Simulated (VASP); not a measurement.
A run of VASP 6.6.1 is set up as follows.

Contents of INCAR:

```
SYSTEM = Au
  PREC = Accurate
  ENCUT = 600
  EDIFF = 1E-7
  ISMEAR = -1
  SIGMA = 0.05
  LREAL = .FALSE.
  LASPH = .TRUE.
  NELM = 80
  ALGO = Normal
  ISIF = 3
  LWAVE = .FALSE.
  LCHARG = .FALSE.
  IBRION = 2
  NSW = 45
  EDIFFG = -0.005
```

Contents of KPOINTS:

```
Automatic mesh
0
G
  16 16 9
  0 0 0
```

POSCAR

```
Au
1.0
    2.8467912931      0.0000000000      0.0000000000
   -1.4233956466      2.4653935791      0.0000000000
    0.0000000000      0.0000000000      4.7279617427
Au
2
Direct
    0.3333333333      0.6666666667      0.2500000000
    0.6666666667      0.3333333333      0.7500000000
```

Potentials or basis: VASP PAW LDA potentials, release 64 (Au).

The run is started by

```console
$ cat potpaw_LDA.64/Au/POTCAR > POTCAR
$ mpirun -np 1 vasp_std > vasp.out
```

Task: What does it give for the relaxed volume?

Result: 16.64 Å³/atom.

Task: What does it give for the space group after relaxing (to 0.1 Å)?

Result: P6_3/mmc (No. 194).

Final structure:
```
Au
1.0
     2.85158    0.00000    0.00000
    -1.42579    2.46954    0.00000
     0.00000    0.00000    4.72616
Au
2
Direct
  0.33333 0.66667 0.25000
  0.66667 0.33333 0.75000
```
